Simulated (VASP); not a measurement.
Here is a VASP 6.6.1 calculation.

INCAR

```
PREC = Accurate ; ENCUT = 520
EDIFF = 1E-7 ; ISMEAR = -1
SIGMA = 0.02 ; LREAL = Auto
LASPH = True ; NELM = 60
ALGO = Normal ; ISIF = 2
LWAVE = False ; LCHARG = False
GGA = PS ; NBANDS = 48
```

File KPOINTS:

```
Automatic mesh
0
Gamma
  2 2 2
```

File POSCAR:

```
Si
1.0
    0.0000000000      5.4300000000      5.4300000000
    5.4300000000      0.0000000000      5.4300000000
    5.4300000000      5.4300000000      0.0000000000
Si
17
Direct
    0.2452025783      0.2980939227     -0.1596777164
   -0.0424953959      0.2732320442      0.2072467772
    0.1187753223     -0.0720718232      0.4860497238
    0.4653775322      0.1097053407      0.2572928177
   -0.0295764273      0.6257642726     -0.0235911602
    0.0883609576      0.4652854512      0.2841804788
   -0.2738766114      0.4342265193      0.7261418048
   -0.1378913444      0.6970441989      0.6928084715
    0.9856077348      0.0701565378     -0.1530478821
    0.5687200737      0.3353683241      0.3022007366
    0.7037016575     -0.2895211786      0.3949907919
    0.6063996317      0.0543738490      0.6953867403
    0.4227255985      0.6647145488      0.0236095764
    0.5529097606      0.8356906077      0.0709576427
    0.3139410681      0.6155616943      0.7451565378
    0.3038029466      1.0755156538      0.6262707182
    0.2198066298      0.5738397790      0.4153314917
```

Potentials or basis: VASP PAW PBE potentials, release 64 (Si).

The run is started by

```bash
$ cat potpaw_PBE.64/Si/POTCAR > POTCAR
$ mpirun -np 1 vasp_std > vasp.out
```

Task: What does it give for the pressure?

Result: -5.0 GPa.

Task: Estimate the band gap on the k mesh.

Result: Zero (bands 34 and 35 overlap by 0.17 eV).

Task: What does it give for the largest force?

Result: 2.274 eV/Å.

Forces on the atoms (eV/Å):
```
Si  -0.160 -0.283 -0.354
Si  -0.435  0.422 -0.287
Si   0.194  0.145  0.284
Si  -0.229 -0.277 -0.426
Si   1.400 -0.943 -0.279
Si  -0.406 -0.405 -0.839
Si   0.538  0.220  0.078
Si  -0.411 -0.234 -0.399
Si   0.892 -0.889 -1.893
Si  -0.396  0.876  0.436
Si  -0.175 -0.433  0.178
Si  -0.015 -0.773 -0.235
Si  -1.409 -0.976 -0.858
Si   1.025  1.111  1.574
Si  -0.423  0.515  1.451
Si  -1.101  1.019  1.647
Si   1.112  0.907 -0.079
```

Caveat: the k points lie up to 0.50 Å⁻¹ apart; the atoms stand as in a frame of molecular dynamics; the PAW data sets were made with another functional, which shifts forces and pressure a little.
